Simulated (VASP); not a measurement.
# WS2 (P-3m1) in VASP: single point with PBE+D3(BJ)

Aim: the single point of WS2 with PBE+D3(BJ).

Program: VASP 6.6.1. These are calculated values, not measurements. Logs are shortened: lines on timing, memory, paths and dates and some standing lists are left out, and cuts for length are marked.

### 1 The cell of the first run

The typed cell holds 6 atoms: a = 3.154 Å, b = 3.154 Å, c = 12.143 Å, α = 90.00°, β = 90.00°, γ = 120.00°.

### 2 Single point, PBE+D3(BJ)

File INCAR:

```
SYSTEM = WS2
PREC = Accurate
ENCUT = 520
EDIFF = 1E-6
ISMEAR = 0
SIGMA = 0.05
LREAL = .False.
LASPH = .True.
NELM = 60
ALGO = Normal
ISIF = 2
LWAVE = .False.
LCHARG = .False.
GGA = PE
IVDW = 12
NBANDS = 35
```

File KPOINTS:

```
Automatic mesh
0
Gamma
  12 12 4
  0 0 0
```

File POSCAR:

```
WS2
1.0
    3.1540686901      0.0000000000      0.0000000000
   -1.5770343451      2.7315036109      0.0000000000
    0.0000000000      0.0000000000     12.1427509846
W S
2 4
Direct
    0.3333333333      0.6666666667      0.7499331087
    0.6666666667      0.3333333333      0.2500668913
    0.3333333333      0.6666666667      0.1203774713
    0.6666666667      0.3333333333      0.6202447091
    0.3333333333      0.6666666667      0.3797552909
    0.6666666667      0.3333333333      0.8796225287
```

Potentials or basis: VASP PAW PBE potentials, release 64 (W_sv, S).

The run is started by

```bash
$ cat potpaw_PBE.64/W_sv/POTCAR potpaw_PBE.64/S/POTCAR > POTCAR
$ mpirun -np 1 vasp_std > vasp.out
```

OUTCAR:

```text
SYSTEM = WS2
   PREC = Accurate
   ENCUT = 520
   EDIFF = 1E-6
   ISMEAR = 0
   LREAL = .False.
   LASPH = .True.
   NELM = 60
   ISIF = 2
   GGA = PE
   IVDW = 12
 IVDW          = 12

 ion  position               nearest neighbor table
   1  0.333  0.667  0.750-   4 2.41   4 2.41   4 2.41   6 2.41   6 2.41   6 2.41
   2  0.667  0.333  0.250-   5 2.41   5 2.41   5 2.41   3 2.41   3 2.41   3 2.41
   3  0.333  0.667  0.120-   2 2.41   2 2.41   2 2.41
   4  0.667  0.333  0.620-   1 2.41   1 2.41   1 2.41
   5  0.333  0.667  0.380-   2 2.41   2 2.41   2 2.41
   6  0.667  0.333  0.880-   1 2.41   1 2.41   1 2.41

  LATTYP: Found a hexagonal cell.
 ALAT       =     3.1540686901
 C/A-ratio  =     3.8498689083

  Lattice vectors:

 A1 = (   3.1540686901,   0.0000000000,   0.0000000000)
 A2 = (  -1.5770343451,   2.7315036109,   0.0000000000)
 A3 = (   0.0000000000,   0.0000000000,  12.1427509846)

Analysis of symmetry for initial positions (statically):
=====================================================================
 Subroutine PRICEL returns:
 Original cell was already a primitive cell.

 Routine SETGRP: Setting up the symmetry group for a
 hexagonal supercell.

 Subroutine GETGRP returns: Found 12 space group operations
 (whereof 12 operations were pure point group operations)
 out of a pool of 24 trial point group operations.

The static configuration has the point symmetry D_3d.

Analysis of symmetry for dynamics (positions and initial velocities):
=====================================================================
 Subroutine PRICEL returns:
 Original cell was already a primitive cell.

 Routine SETGRP: Setting up the symmetry group for a
 hexagonal supercell.

 Subroutine GETGRP returns: Found 12 space group operations
 (whereof 12 operations were pure point group operations)
 out of a pool of 24 trial point group operations.

The dynamic configuration has the point symmetry D_3d.

 Subroutine INISYM returns: Found 12 space group operations
 (whereof 12 operations are pure point group operations),
 and found     1 'primitive' translations

----------------------------------------------------------------------------------------

                                     Primitive cell

  volume of cell :     104.6140

  direct lattice vectors                    reciprocal lattice vectors
     3.154068690  0.000000000  0.000000000     0.317050800  0.183049364  0.000000000
    -1.577034345  2.731503611  0.000000000     0.000000000  0.366098729  0.000000000
     0.000000000  0.000000000 12.142750985     0.000000000  0.000000000  0.082353661

  length of vectors
     3.154068690  3.154068690 12.142750985     0.366098729  0.366098729  0.082353661

  position of ions in fractional coordinates (direct lattice)
     0.333333333  0.666666667  0.749933109
     0.666666667  0.333333333  0.250066891
     0.333333333  0.666666667  0.120377471
     0.666666667  0.333333333  0.620244709
     0.333333333  0.666666667  0.379755291
     0.666666667  0.333333333  0.879622529

  ion indices of the primitive-cell ions
   primitive index   ion index
                 1           1
                 2           2
                 3           3
                 4           4
                 5           5
                 6           6

----------------------------------------------------------------------------------------

 KPOINTS: Automatic mesh

Automatic generation of k-mesh.
 Grid dimensions read from file:
 generate k-points for:   12   12    4

 Generating k-lattice:

  Cartesian coordinates                     Fractional coordinates (reciprocal lattice)
     0.026420900  0.015254114  0.000000000     0.083333333  0.000000000  0.000000000
     0.000000000  0.030508227  0.000000000     0.000000000  0.083333333  0.000000000
     0.000000000  0.000000000  0.020588415     0.000000000  0.000000000  0.250000000

  Length of vectors
     0.030508227  0.030508227  0.020588415

  Shift w.r.t. Gamma in fractional coordinates (k-lattice)
     0.000000000  0.000000000  0.000000000

 Subroutine IBZKPT returns following result:
 ===========================================

 Found     69 irreducible k-points:

 Following reciprocal coordinates:
            Coordinates               Weight
  0.000000  0.000000  0.000000      1.000000
  0.083333  0.000000  0.000000      6.000000
  0.166667  0.000000  0.000000      6.000000
  0.250000  0.000000  0.000000      6.000000
  0.333333 -0.000000  0.000000      6.000000
  0.416667 -0.000000  0.000000      6.000000
[... 16 lines left out ...]
  0.166667  0.000000  0.250000      6.000000
  0.000000  0.166667  0.250000      6.000000
 [... further k-points ...]
   k-points           NKPTS =     69   k-points in BZ     NKDIM =     69   number of bands    NBANDS=     35
   number of dos      NEDOS =    301   number of ions     NIONS =      6
   total plane-waves  NPLWV =  51840
   dimension x,y,z NGX =    24 NGY =   24 NGZ =   90
   dimension x,y,z NGXF=    48 NGYF=   48 NGZF=  180
   ions per type =               2   4
   NGX,Y,Z   is equivalent  to a cutoff of  12.65, 12.65, 12.32 a.u.
   NGXF,Y,Z  is equivalent  to a cutoff of  25.30, 25.30, 24.64 a.u.
 SYSTEM =  WS2
   PREC   = accura    normal or accurate (medium, high low for compatibility)
   ISTART =      0    job   : 0-new  1-cont  2-samecut
   ICHARG =      2    charge: 1-file 2-atom 10-const
   ISPIN  =      1    spin polarized calculation?
   LNONCOLLINEAR =      F non collinear calculations
   LSORBIT =      F    spin-orbit coupling
   LASPH  =      T    aspherical Exc in radial PAW
   ENCUT  =  520.0 eV  38.22 Ry    6.18 a.u.   5.86  5.86 22.58*2*pi/ulx,y,z
   NELM   =     60;   NELMIN=  2; NELMDL= -5     # of ELM steps
   EDIFF  = 0.1E-05   stopping-criterion for ELM
   LREAL  =      F    real-space projection
   EDIFFG = 0.1E-04   stopping-criterion for IOM
   NSW    =      0    number of steps for IOM
   IBRION =     -1    ionic relax: 0-MD 1-quasi-New 2-CG
   NFREE  =      0    steps in history (QN), initial steepest desc. (CG)
   ISIF   =      2    stress and relaxation
   ISYM   =      2    0-nonsym 1-usesym 2-fastsym
   POTIM  = 0.5000    time-step for ionic-motion
   TEBEG  =    0.0;   TEEND  =   0.0 temperature during run
   PSTRESS=    0.0 pullay stress
   NELECT =      52.0000    total number of electrons
   NUPDOWN=      -1.0000    fix difference up-down
   EMIN   =  10.00;   EMAX   =-10.00  energy-range for DOS
   EFERMI =   0.00;   METHOD = LEGACY
   ISMEAR =     0;   SIGMA  =   0.05  broadening in eV -4-tet -1-fermi 0-gaus
   EFERMI_NEDOS =   21; number of points for ismear=-14 and -15
   IALGO  =     38    algorithm
   IMIX   =      4    mixing-type and parameters
     AMIX     =   0.40;   BMIX     =  1.00
     AMIX_MAG =   1.60;   BMIX_MAG =  1.00
  volume/ion in A,a.u.               =      17.44       117.66
  Fermi-wavevector in a.u.,A,eV,Ry     =   1.296819  2.450632 22.881446  1.681739
  Thomas-Fermi vector in A             =   2.428251
   LORBIT       =      0    0 simple, 1 ext, 2 COOP (PROOUT), +10 PAW based schemes
   GGA     = PE    functional components
   LHFCALC =     F    Hartree Fock is set to
   AEXX    =    0.0000 exact exchange contribution
   IVDW    =    12    specifies the selected vdW correction
   LEPSILON=     F    determine dielectric tensor
   LRPA    =     F    only Hartree local field effects (RPA)
 non-spin polarized calculation
 Gauss-broadening in eV      SIGMA  =   0.05
  energy-cutoff  :      520.00
  volume of cell :      104.61
 maximum number of plane-waves:      2841
   NGX = 11   NGY = 11   NGZ = 45

 number of electron      51.9999998 magnetization

 Free energy of the ion-electron system (eV)
  ---------------------------------------------------
  ext. energy  EPLUGINS =         0.00000000
  ---------------------------------------------------
  free energy    TOTEN  =       -47.18960881 eV

  energy without entropy =      -47.18960881  energy(sigma->0) =      -47.18960881

 E-fermi :   7.9645     XC(G=0): -11.0774

 val. band max:        7.7281081029   @ k =   0.0000   0.0000   0.0000
 cond. band min:       8.6355450318   @ k =   0.1667   0.1667   0.0000
 fundamental gap:      0.9074369289
 Fermi energy:         7.9644844757

 k-point     1 :       0.0000    0.0000    0.0000
  band No.  band energies     occupation
      1     -66.9208      2.00000
      2     -66.9208      2.00000
      3     -31.1782      2.00000
      4     -31.1782      2.00000
      5     -31.0001      2.00000
      6     -31.0001      2.00000
[... 27 lines left out ...]
     34      10.2410      0.00000
     35      12.4885      0.00000

 k-point     2 :       0.0833    0.0000    0.0000
  band No.  band energies     occupation
      1     -66.9195      2.00000
      2     -66.9195      2.00000
      3     -31.1737      2.00000
      4     -31.1737      2.00000
      5     -31.0252      2.00000
      6     -31.0252      2.00000
[... 27 lines left out ...]
     34      10.2465      0.00000
     35      13.0321      0.00000

 k-point     3 :       0.1667    0.0000    0.0000
  band No.  band energies     occupation
      1     -66.9160      2.00000
      2     -66.9160      2.00000
      3     -31.1614      2.00000
      4     -31.1613      2.00000
      5     -31.0931      2.00000
      6     -31.0931      2.00000
[... 27 lines left out ...]
     34      10.7892      0.00000
     35      14.1151      0.00000
[... 723 lines left out ...]
 k-point    23 :       0.1667    0.0000    0.2500
  band No.  band energies     occupation
      1     -66.9160      2.00000
      2     -66.9160      2.00000
      3     -31.1614      2.00000
      4     -31.1613      2.00000
      5     -31.0931      2.00000
      6     -31.0931      2.00000
[... 27 lines left out ...]
     34      10.7722      0.00000
     35      14.1526      0.00000

 k-point    24 :       0.0000    0.1667    0.2500
  band No.  band energies     occupation
      1     -66.9160      2.00000
      2     -66.9160      2.00000
      3     -31.1614      2.00000
      4     -31.1613      2.00000
      5     -31.0931      2.00000
      6     -31.0931      2.00000
[... 27 lines left out ...]
     34      10.7722      0.00000
     35      14.1523      0.00000

 [... further k-points ...]

------------------------ aborting loop because EDIFF is reached ----------------------------------------

 Edisp (eV)   -2.61035

 E8    (eV) :    -1.0970

  FORCE on cell =-STRESS in cart. coord.  units (eV):
  Direction    XX          YY          ZZ          XY          YZ          ZX
  --------------------------------------------------------------------------------------
  -------------------------------------------------------------------------------------
  Total      -0.02419    -0.02419    -0.03514     0.00000     0.00000    -0.00000
  in kB      -0.37052    -0.37052    -0.53817     0.00000     0.00000    -0.00000
  external pressure =       -0.43 kB  Pullay stress =        0.00 kB

 VOLUME and BASIS-vectors are now :
 -----------------------------------------------------------------------------
  energy-cutoff  :      520.00
  volume of cell :      104.61
      direct lattice vectors                 reciprocal lattice vectors
     3.154068690  0.000000000  0.000000000     0.317050800  0.183049364  0.000000000
    -1.577034345  2.731503611  0.000000000     0.000000000  0.366098729  0.000000000
     0.000000000  0.000000000 12.142750985     0.000000000  0.000000000  0.082353661

 POSITION                                       TOTAL-FORCE (eV/Angst)
 -----------------------------------------------------------------------------------
     -0.00000      1.82100      9.10625         0.000000     -0.000000      0.000583
      1.57703      0.91050      3.03650        -0.000000      0.000000     -0.000583
     -0.00000      1.82100      1.46171        -0.000000      0.000000     -0.002377
      1.57703      0.91050      7.53148         0.000000     -0.000000     -0.000990
     -0.00000      1.82100      4.61127        -0.000000      0.000000      0.000990
      1.57703      0.91050     10.68104         0.000000     -0.000000      0.002377
 -----------------------------------------------------------------------------------
    total drift:                                0.000000     -0.000000      0.000000

  FREE ENERGIE OF THE ION-ELECTRON SYSTEM (eV)
  ---------------------------------------------------
  free  energy   TOTEN  =       -49.7999586218 eV

  energy  without entropy=      -49.7999586218  energy(sigma->0) =      -49.79995862
```

Run time: 6.2 min. Hardware: 1 thread of Intel Xeon 8259CL, shared host; peak memory 0.36 GiB.

Results:

```
Free energy                : -49.8000 eV
Pressure                   : 0.0 GPa
Band gap on the k mesh     : 0.91 eV (least direct gap 1.83 eV)
Dispersion energy per atom : -0.435 eV
```

Forces on the atoms (eV/Å):
```
W    0.000  0.000  0.001
W    0.000  0.000 -0.001
S    0.000  0.000 -0.002
S    0.000  0.000 -0.001
S    0.000  0.000  0.001
S    0.000  0.000  0.002
```

Caveat: spin-orbit coupling is left out, which moves the levels of the heavy elements. A k mesh can miss the band edges.
